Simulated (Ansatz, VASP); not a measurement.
# SnO2 in VASP and in Ansatz

POSCAR

```
SnO2
1.0
    4.7605144913      0.0000000000      0.0000000000
    0.0000000000      4.7606977633      0.0000000000
    0.0000000000      0.0000000000      3.2000515029
Sn O
2 4
Direct
    0.5000000000      0.5000000000      0.5000000000
    0.0000000000      0.0000000000      0.0000000000
    0.3058348108      0.3059224605      0.0000000000
    0.8058348108      0.1940775395      0.5000000000
    0.1941651892      0.8059224605      0.5000000000
    0.6941651892      0.6940775395      0.0000000000
```

Contents of INCAR.step1:

```
SYSTEM = SnO2
PREC     = Accurate       ! precision mode
ENCUT    = 520            ! plane-wave cutoff, eV
ISMEAR   = 1              ! smearing method
SIGMA    = 0.5            ! smearing width, eV
LREAL    = .FALSE.        ! projectors in reciprocal space
LASPH    = .TRUE.         ! aspherical terms in the spheres
NELM     = 60             ! most SCF steps
NBANDS   = 35             ! bands
GGA      = PE             ! functional
ALGO     = Normal         ! electronic algorithm
EDIFF    = 1E-4           ! SCF threshold, eV
LWAVE    = .TRUE.         ! write WAVECAR
LCHARG   = .FALSE.        ! write CHGCAR
```

Contents of INCAR.step2:

```
SYSTEM = SnO2
PREC     = Accurate       ! precision mode
ENCUT    = 520            ! plane-wave cutoff, eV
EDIFF    = 1E-7           ! SCF threshold, eV
ISMEAR   = 1              ! smearing method
SIGMA    = 0.5            ! smearing width, eV
LREAL    = .FALSE.        ! projectors in reciprocal space
LASPH    = .TRUE.         ! aspherical terms in the spheres
NELM     = 60             ! most SCF steps
ALGO     = Normal         ! electronic algorithm
ISIF     = 2              ! what is computed and relaxed
LWAVE    = .FALSE.        ! write WAVECAR
LCHARG   = .FALSE.        ! write CHGCAR
METAGGA  = R2SCAN         ! meta-GGA
LMIXTAU  = .TRUE.       
NBANDS   = 35             ! bands
ISTART   = 1
```

The input KPOINTS:

```
Automatic mesh
0
G
  4 4 6
  0 0 0
```

Input for Ansatz:

```yaml
crystal:
  lattice:
    - [4.7605144913, 0.0, 0.0]
    - [0.0, 4.7606977633, 0.0]
    - [0.0, 0.0, 3.2000515029]
  atoms:
    - { symbol: Sn, position: [0.5, 0.5, 0.5] }
    - { symbol: Sn, position: [0.0, 0.0, 0.0] }
    - { symbol: O, position: [0.3058348108, 0.3059224605, 0.0] }
    - { symbol: O, position: [0.8058348108, 0.1940775395, 0.5] }
    - { symbol: O, position: [0.1941651892, 0.8059224605, 0.5] }
    - { symbol: O, position: [0.6941651892, 0.6940775395, 0.0] }
kpoints:
  mp_grid: { grid: [4, 4, 6] }
hamiltonian:
  xc: r2scan
scf:
  occupations: { method: methfessel_paxton, width: 0.5 }
  n_extra_bands: 5
output:
  forces: true
  stress: true
  eigenvalues: true
```

Alike in both runs: task single point; functional r2SCAN; k mesh 4 × 4 × 6; occupations methfessel-paxton of order 1, width 0.5 eV; no spin polarisation.

|  | VASP | Ansatz |
| --- | --- | --- |
| version | VASP 6.6.1 | Ansatz 0.2.0 |
| potentials or method | VASP PAW PBE potentials, release 64 (Sn_d, O) | plane waves |
| plane-wave cutoff (eV) | 520 | 500 |
| valence electrons in the cell | 52 | 52 |

Ansatz gave:

```
pressure (GPa)                                                : 0.0
traceless stress, the component that is largest in VASP (GPa) : 0.04
rms of the force components (eV/Å)                            : 0.002
```

**Question.** What did VASP give for the same quantities?

**Answer.** Pressure (GPa): 1.0; traceless stress, the component that is largest in VASP (GPa): 0.11; rms of the force components (eV/Å): 0.018.

VASP's potentials were made for PBE, not for r2SCAN. Atom by atom the forces differ by 0.020 eV/Å (rms over components). The functional is the same, so the differences come from potentials, cutoffs and numerics. Ansatz's warnings: smearing energy in gap.
